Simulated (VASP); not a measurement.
FeO:

```
Fe O
1.0
    -1.62319    1.62319    2.11081
     1.62319   -1.62319    2.11081
     1.62319    1.62319   -2.11081
Fe O
1 1
Direct
  0.00000 0.00000 0.00000
  0.50000 0.50000 0.00000
```

This cell differs from its parent crystal: volume scaled by 1.04.

Base run:

| Property | Result |
| --- | --- |
| Program | VASP 6.6.1 |
| Functional | PBE |
| Potentials or basis | VASP PAW PBE potentials, release 64 (Fe, O) |
| Cutoff | 520 eV |
| k mesh | 12 × 12 × 12 |
| Occupations | fermi-dirac, width 0.05 eV |
| Spin | collinear spin, ferromagnetic start |
| Starting moments | [3.0, 0.0] μB |

Its results: band gap on the k mesh zero (filled and empty bands overlap); pressure -13.8 GPa; net moment 4.00 μB per cell; site moments Fe +3.62; O +0.29 μB.

Problem. The run is repeated on the same cell with these changes: functional from PBE to PBEsol. What comes out?

Solution. Band gap on the k mesh zero (filled and empty bands overlap); pressure -20.5 GPa; net moment 4.00 μB per cell; site moments Fe +3.62; O +0.29 μB.

PBEsol binds more tightly than PBE, so the same cell stands under less pressure.

Caveats: a cell with one magnetic atom can't hold antiferromagnetic order, which such compounds often take; semilocal functionals often make such compounds metallic where correlation or magnetic order opens a gap, which also shifts bond lengths; the PAW data sets were made with another functional, which shifts forces and pressure a little (some runs).
